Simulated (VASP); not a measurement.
# W in VASP: further runs, part 2 of 2

VASP 6.6.1.

## Step 3: Single point, PBE (the cell strained at random)

Contents of INCAR:

```
ALGO = Normal
EDIFF = 1E-6
ENCUT = 520
GGA = PE
ISIF = 2
ISMEAR = 0
LASPH = T
LCHARG = F
LREAL = F
LWAVE = F
NBANDS = 13
NELM = 100
PREC = Accurate
SIGMA = 0.1
```

Contents of KPOINTS:

```
k-points
0
Gamma
  16 16 16
```

Contents of POSCAR:

```
W
1.0
   -0.0051562000      1.9479068000      1.9549712000
    1.9565546000     -0.0131138000      1.9629288000
    1.9414108000      1.9407206000      0.0020300000
W
1
Direct
    0.0000000000      0.0000000000      0.0000000000
```

Potentials or basis: VASP PAW PBE potentials, release 64 (W_sv).

Started as:

```console
$ cat potpaw_PBE.64/W_sv/POTCAR > POTCAR
$ mpirun -np 1 vasp_std > vasp.out
```

OUTCAR:

```text
EDIFF = 1E-6
   ENCUT = 520
   GGA = PE
   ISIF = 2
   ISMEAR = 0
   LASPH = T
   LREAL = F
   NELM = 100
   PREC = Accurate

 ion  position               nearest neighbor table
   1  0.000  0.000  0.000-

  LATTYP: Found a triclinic cell.
 ALAT       =     2.7573817396
 B/A-ratio  =     1.0059548127
 C/A-ratio  =     0.9955394253
 COS(alpha) =     0.0003558577
 COS(beta)  =     0.4969026624
 COS(gamma) =     0.4990767203

  Lattice vectors:

 A1 = (  -1.9465670000,   0.0071862000,   1.9529412000)
 A2 = (  -1.9617108000,   1.9610206000,  -0.0079576000)
 A3 = (  -1.9414108000,  -1.9407206000,  -0.0020300000)

Analysis of symmetry for initial positions (statically):
=====================================================================
 Subroutine PRICEL returns:
 Original cell was already a primitive cell.

 Routine SETGRP: Setting up the symmetry group for a
 triclinic supercell.

 Subroutine GETGRP returns: Found  2 space group operations
 (whereof  2 operations were pure point group operations)
 out of a pool of  2 trial point group operations.

The static configuration has the point symmetry S_2 .

Analysis of symmetry for dynamics (positions and initial velocities):
=====================================================================
 Subroutine PRICEL returns:
 Original cell was already a primitive cell.

 Routine SETGRP: Setting up the symmetry group for a
 triclinic supercell.

 Subroutine GETGRP returns: Found  2 space group operations
 (whereof  2 operations were pure point group operations)
 out of a pool of  2 trial point group operations.

The dynamic configuration has the point symmetry S_2 .

 Subroutine INISYM returns: Found  2 space group operations
 (whereof  2 operations are pure point group operations),
 and found     1 'primitive' translations

----------------------------------------------------------------------------------------

                                     Primitive cell
[... 111 lines left out ...]
  Fermi-wavevector in a.u.,A,eV,Ry     =   1.603158  3.029530 34.968561  2.570117
  Thomas-Fermi vector in A             =   2.699865
   LORBIT       =      0    0 simple, 1 ext, 2 COOP (PROOUT), +10 PAW based schemes
   GGA     = PE    functional components
   LHFCALC =     F    Hartree Fock is set to
   AEXX    =    0.0000 exact exchange contribution
   IVDW    =     0    specifies the selected vdW correction
   LEPSILON=     F    determine dielectric tensor
   LRPA    =     F    only Hartree local field effects (RPA)
 non-spin polarized calculation
 Gauss-broadening in eV      SIGMA  =   0.10
  energy-cutoff  :      520.00
  volume of cell :       14.91
 maximum number of plane-waves:       412
 NGX is ok and might be reduce to    24
   NGX = 11   NGY = 11   NGZ = 11

 number of electron      14.0000001 magnetization

 Free energy of the ion-electron system (eV)
  ---------------------------------------------------
  ext. energy  EPLUGINS =         0.00000000
  ---------------------------------------------------
  free energy    TOTEN  =       -12.31785105 eV

  energy without entropy =      -12.31216388  energy(sigma->0) =      -12.31500746

 E-fermi :  11.8679     XC(G=0): -13.9787

 val. band max:       11.8677937524   @ k =  -0.2500   0.0625   0.0000
 cond. band min:      11.8680707000   @ k =  -0.3750   0.3750   0.0000
 fundamental gap:      0.0002769476
 Fermi energy:        11.8679472447

 k-point     1 :       0.0000    0.0000    0.0000
  band No.  band energies     occupation
      1     -61.6356      2.00000
      2     -25.1403      2.00000
      3     -25.1156      2.00000
      4     -25.1006      2.00000
      5       2.3757      2.00000
      6      11.0424      2.00000
      7      11.1700      2.00000
      8      11.2956      2.00000
      9      14.7166      0.00000
     10      14.7945      0.00000
     11      24.7499      0.00000
     12      30.2935      0.00000
     13      30.4452      0.00000
[... 354 lines left out ...]
  band No.  band energies     occupation
      1     -61.5995      2.00000
      2     -25.4773      2.00000
      3     -25.2206      2.00000
      4     -25.1304      2.00000
      5       3.5190      2.00000
      6      10.3197      2.00000
      7      11.5439      2.00000
      8      11.7872      1.74667
      9      14.0280      0.00000
     10      14.8072      0.00000
     11      26.7682      0.00000
     12      28.0244      0.00000
     13      31.5680      0.00000

 [... further k-points ...]
[... 5 lines left out ...]
  --------------------------------------------------------------------------------------
  -------------------------------------------------------------------------------------
  Total        3.1937005      3.1832817      3.3018036     -0.0848071     -0.0215356      0.0377850
  in kB      343.2270622    342.1073498    354.8449073     -9.1142199     -2.3144282      4.0607525
  external PRESSURE =     346.7264398 kB  Pullay stress =       0.0000000 kB

 VOLUME and BASIS-vectors are now :
 -----------------------------------------------------------------------------
  energy-cutoff  :      520.00
  volume of cell :       14.91
      direct lattice vectors                 reciprocal lattice vectors
    -0.005156200  1.947906800  1.954971200    -0.255533210  0.255355883  0.256409383
     1.956554600 -0.013113800  1.962928800     0.254230273 -0.254586725  0.254337289
     1.941410800  1.940720600  0.002030000     0.258197291  0.257250807 -0.255640226

 POSITION                                       TOTAL-FORCE (eV/Angst)
 -----------------------------------------------------------------------------------
      0.00000      0.00000      0.00000         0.000000     -0.000000      0.000000
 -----------------------------------------------------------------------------------
    total drift:                               -0.000000     -0.000000     -0.000000

  FREE ENERGIE OF THE ION-ELECTRON SYSTEM (eV)
  ---------------------------------------------------
  free  energy   TOTEN  =       -12.3178510511 eV

  energy  without entropy=      -12.3121638771  energy(sigma->0) =      -12.31500746
```

stdout:

```text
POSCAR found type information on POSCAR W
 POSCAR found :  1 types and       1 ions
 scaLAPACK will be used
 LDA part: xc-table for (Slater+PW92), standard interpolation
 POSCAR, INCAR and KPOINTS ok, starting setup
 FFT: planning ... GRIDC
 FFT: planning ... GRID_SOFT
 FFT: planning ... GRID
 WAVECAR not read
 entering main loop
```

Run time: 2.4 min. Hardware: 1 thread of AMD EPYC 9R45 (Zen 5), shared host; peak memory 0.42 GiB.

What came out:

| Quantity | Value |
| --- | --- |
| Free energy | -12.3179 eV |
| Pressure | 34.7 GPa |
| Band gap on the k mesh | zero (band 7 reaches 15.55 eV, above the bottom of band 8 at 11.30 eV) |

Stress tensor (GPa, compression positive):
```
34.32 -0.91  0.41
-0.91 34.21 -0.23
 0.41 -0.23 35.48
```

Caveat: the cell differs from its parent crystal (the cell strained at random); spin-orbit coupling is left out, which moves the levels of the heavy elements.

## Step 4: Single point, r2SCAN (functional r2SCAN, strained)

Contents of POSCAR:

```
W
1.0
    0.0000000000      1.9505458000      1.9505458000
    1.9505458000      0.0000000000      1.9505458000
    1.9505458000      1.9505458000      0.0000000000
W
1
Direct
    0.0000000000      0.0000000000      0.0000000000
```

Contents of INCAR.step1:

```
SYSTEM = W
PREC = Accurate
ENCUT = 520
ISMEAR = 0
SIGMA = 0.1
LREAL = .FALSE.
LASPH = .TRUE.
NELM = 100
NBANDS = 13
GGA = PE
ALGO = Normal
EDIFF = 1E-4
LWAVE = .TRUE.
LCHARG = .FALSE.
```

Contents of INCAR.step2:

```
SYSTEM = W
PREC = Accurate
ENCUT = 520
EDIFF = 1E-6
ISMEAR = 0
SIGMA = 0.1
LREAL = .FALSE.
LASPH = .TRUE.
NELM = 100
ALGO = Normal
ISIF = 2
LWAVE = .FALSE.
LCHARG = .TRUE.
METAGGA = R2SCAN
LMIXTAU = .TRUE.
LELF = .TRUE.
LVHAR = .TRUE.
NBANDS = 13
ISTART = 1
```

Contents of KPOINTS:

```
regular mesh
0
G
  18 18 18
  0 0 0
```

Started as:

```console
$ cat potpaw_PBE.64/W_sv/POTCAR > POTCAR
$ cp INCAR.step1 INCAR
$ mpirun -np 1 vasp_std > vasp.out
$ cp INCAR.step2 INCAR
$ mpirun -np 1 vasp_std > vasp.out
```

Wall time 89 s (1 thread of AMD EPYC 9R45 (Zen 5), shared host); peak memory 0.14 GiB.

The run converged. Its results:

- Free energy: -50.6629 eV
- Pressure: 32.9 GPa
- Band gap on the k mesh: zero (band 7 reaches 15.46 eV, above the bottom of band 8 at 11.04 eV)

Levels at points of the mesh, in eV from the Fermi level:
| k point | band 5 | band 6 | band 7 | band 8 | band 9 | band 10 |
| --- | --- | --- | --- | --- | --- | --- |
| (0.00, 0.00, 0.00) | -9.98 | -0.72 | -0.72 | -0.72 | 3.16 | 3.16 |
| (0.50, 0.00, 0.00) | -6.47 | -0.93 | -0.93 | 0.86 | 6.03 | 6.03 |
| (0.50, 0.50, 0.00) | -6.48 | -5.47 | 3.71 | 6.08 | 6.86 | 6.86 |

Caveat: the cell differs from its parent crystal (functional r2SCAN, strained); the PAW data sets were made with another functional, which shifts forces and pressure a little; spin-orbit coupling is left out, which moves the levels of the heavy elements.

## Step 5: Single point, PBE (strained)

Contents of INCAR:

```
SYSTEM = W
PREC = Accurate
ENCUT = 520
EDIFF = 1E-6
ISMEAR = 0
SIGMA = 0.1
LREAL = .FALSE.
LASPH = .TRUE.
NELM = 100
ALGO = Normal
ISIF = 2
LWAVE = .FALSE.
LCHARG = .FALSE.
GGA = PE
NBANDS = 13
```

Contents of KPOINTS:

```
regular mesh
0
G
  16 16 16
  0 0 0
```

Contents of POSCAR:

```
W
1.0
   -0.0068614000      2.1391531000      2.1045416000
    2.0889106000      0.0325612000      2.0651190000
    2.1202944000      2.1311143000      0.0011774000
W
1
Direct
    0.0000000000      0.0000000000      0.0000000000
```

Started as:

```console
$ cat potpaw_PBE.64/W_sv/POTCAR > POTCAR
$ mpirun -np 1 vasp_std > vasp.out
```

It took 3 min on 1 thread of AMD EPYC 9R45 (Zen 5), shared host; peak memory 0.52 GiB.

It converged, with:

* Free energy: -12.2826 eV
* Pressure: -26.9 GPa
* Band gap on the k mesh: zero (band 7 reaches 11.47 eV, above the bottom of band 8 at 8.42 eV)

Stress tensor (GPa, compression positive):
```
-26.25   1.51  -2.48
  1.51 -25.11   2.55
 -2.48   2.55 -29.35
```

Levels at points of the mesh, in eV from the Fermi level:
| k point | band 3 | band 4 | band 5 | band 6 | band 7 | band 8 | band 9 | band 10 | band 11 | band 12 |
| --- | --- | --- | --- | --- | --- | --- | --- | --- | --- | --- |
| (0.00, 0.00, 0.00) | -37.74 | -37.70 | -8.36 | -0.64 | -0.59 | -0.18 | 2.02 | 2.26 | 12.57 | 16.88 |
| (0.50, 0.00, 0.00) | -37.84 | -37.79 | -5.02 | -0.87 | -0.31 | 0.20 | 4.05 | 4.22 | 8.34 | 12.26 |
| (0.00, 0.50, 0.00) | -37.87 | -37.85 | -4.93 | -0.77 | -0.66 | 0.54 | 4.17 | 4.35 | 8.80 | 12.00 |
| (0.50, 0.50, 0.00) | -38.03 | -38.00 | -4.68 | -3.84 | 2.60 | 4.09 | 4.75 | 4.83 | 10.37 | 10.74 |
| (0.00, 0.00, 0.50) | -37.84 | -37.81 | -5.00 | -0.84 | -0.39 | 0.27 | 3.99 | 4.30 | 8.45 | 12.21 |
| (0.50, 0.00, 0.50) | -38.02 | -37.96 | -4.71 | -3.81 | 2.30 | 4.12 | 4.69 | 4.84 | 10.51 | 10.60 |
| (0.00, 0.50, 0.50) | -38.03 | -37.97 | -4.70 | -3.82 | 2.39 | 4.12 | 4.67 | 4.88 | 10.41 | 10.70 |
| (0.50, 0.50, 0.50) | -37.83 | -37.81 | -5.00 | -0.78 | -0.44 | 0.26 | 3.97 | 4.31 | 8.45 | 12.23 |

Caveat: the cell differs from its parent crystal (strained); spin-orbit coupling is left out, which moves the levels of the heavy elements.

## Step 6: Single point, PBEsol (functional PBEsol, strained)

Contents of INCAR:

```
PREC = Accurate ; ENCUT = 520
EDIFF = 1E-7 ; ISMEAR = 0
SIGMA = 0.1 ; LREAL = False
LASPH = True ; NELM = 100
ALGO = Normal ; ISIF = 2
LWAVE = False ; LCHARG = False
GGA = PS ; NBANDS = 13
```

Contents of KPOINTS:

```
Automatic mesh
0
Gamma
  18 18 18
```

Contents of POSCAR:

```
W
1.0
    0.0000000000      2.0019860000      2.0019860000
    2.0019860000      0.0000000000      2.0019860000
    2.0019860000      2.0019860000      0.0000000000
W
1
Direct
    0.0000000000      0.0000000000      0.0000000000
```

Potentials or basis: VASP PAW PBE potentials, release 64 (W_sv).

Started as:

```console
$ cat potpaw_PBE.64/W_sv/POTCAR > POTCAR
$ mpirun -np 1 vasp_std > vasp.out
```

It took 19 s on 1 thread of AMD EPYC 9R45 (Zen 5), shared host; peak memory 0.14 GiB.

Results (log left out):

```yaml
Free_energy: -13.3132 eV
Pressure: -0.7 GPa
Band_gap_on_the_k_mesh: zero (band 7 reaches 13.82 eV, above the bottom of band 8 at 10.04 eV)
```

Levels at points of the mesh, in eV from the Fermi level:
```
           k point  band 5  band 6  band 7  band 8  band 9  band 10
(0.00, 0.00, 0.00)   -9.11   -0.58   -0.58   -0.58    2.64     2.64
(0.50, 0.00, 0.00)   -5.72   -0.82   -0.82    0.73    5.22     5.22
(0.50, 0.50, 0.00)   -5.65   -4.65    3.21    5.18    5.99     5.99
```

Caveat: the cell differs from its parent crystal (functional PBEsol, strained); the PAW data sets were made with another functional, which shifts forces and pressure a little; spin-orbit coupling is left out, which moves the levels of the heavy elements.

## Step 7: Overview

```csv
level,cell,k mesh,gap on the mesh (eV),pressure (GPa)
PBE,"a = 2.855 Å, angles 60.0°, 1 atom",18 × 18 × 18,none,0.5
PBE,"a = 2.760, b = 2.772, c = 2.745 Å, angles 60.2, 60.1, 60.2°, 1 atom",16 × 16 × 16,none,34.7
r2SCAN,"a = 2.758 Å, angles 60.0°, 1 atom",18 × 18 × 18,none,32.9
PBE,"a = 3.001, b = 2.938, c = 3.006 Å, angles 59.4, 59.7, 60.0°, 1 atom",16 × 16 × 16,none,-26.9
PBEsol,"a = 2.831 Å, angles 60.0°, 1 atom",18 × 18 × 18,none,-0.7
```

Alike in all rows: task single point; potentials or basis VASP PAW PBE potentials, release 64 (W_sv); no spin polarisation; cutoff (eV) 520; smearing gaussian 0.1 eV.

Caveats: spin-orbit coupling is left out, which moves the levels of the heavy elements; the PAW data sets were made with another functional, which shifts forces and pressure a little (some runs).

Absolute energies hang on the potentials; compare differences alone.
